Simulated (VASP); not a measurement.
Mn3Cr: single point with PBE

The system is Mn3Cr.

```
CELL_PARAMETERS angstrom
0.00000 2.81942 2.81942
2.81942 0.00000 2.81942
2.81942 2.81942 0.00000
ATOMIC_POSITIONS crystal
Mn 0.25000 0.25000 0.25000
Mn 0.75000 0.75000 0.75000
Mn 0.50000 0.50000 0.50000
Cr 0.00000 0.00000 0.00000
```

```yaml
Program: VASP 6.6.1
Task: single point
Functional: PBE
Potentials_or_basis: VASP PAW PBE potentials, release 64 (Mn_pv, Cr_pv)
Cutoff: 520 eV
k_mesh: 12 × 12 × 12
Occupations: gaussian, width 0.1 eV
Spin: collinear spin, ferromagnetic start
Starting_moments: "[4.0, 4.0, 4.0, 3.0] μB"
```

```
Pressure                                              : 0.0 GPa
Net moment                                            : 2.70 μB per cell
Site moments                                          : Mn +0.06, +2.16 (each value once); Cr +0.41 μB
Valence electrons inside the program's atomic spheres : Mn 11.95, 11.89 (each value once); Cr 11.01
```

Levels at points of the mesh, in eV from the Fermi level:
Spin up:
```
           k point  band 25  band 26  band 27  band 28  band 29  band 30
(0.00, 0.00, 0.00)    -0.17    -0.17     0.68     0.68     0.95     0.95
(0.50, 0.00, 0.00)    -0.08    -0.08     0.45     0.45     0.62     0.62
(0.50, 0.50, 0.00)    -0.39     0.09     0.12     0.44     0.57     0.63
```
Spin down:
```tsv
k point	band 20	band 21	band 22	band 23	band 24	band 25	band 26	band 27	band 28	band 29
(0.00, 0.00, 0.00)	-2.24	-2.24	-1.03	-1.03	-1.03	1.00	1.00	1.02	1.02	1.97
(0.50, 0.00, 0.00)	-2.21	-2.21	-2.02	-1.98	-1.98	0.91	0.91	1.21	1.21	1.27
(0.50, 0.50, 0.00)	-1.47	-0.89	-0.89	-0.13	-0.13	0.06	0.84	0.85	0.85	0.95
```

It took 11 min on 1 thread of Intel Xeon 8259CL, on a shared host, peak memory 0.31 GiB.
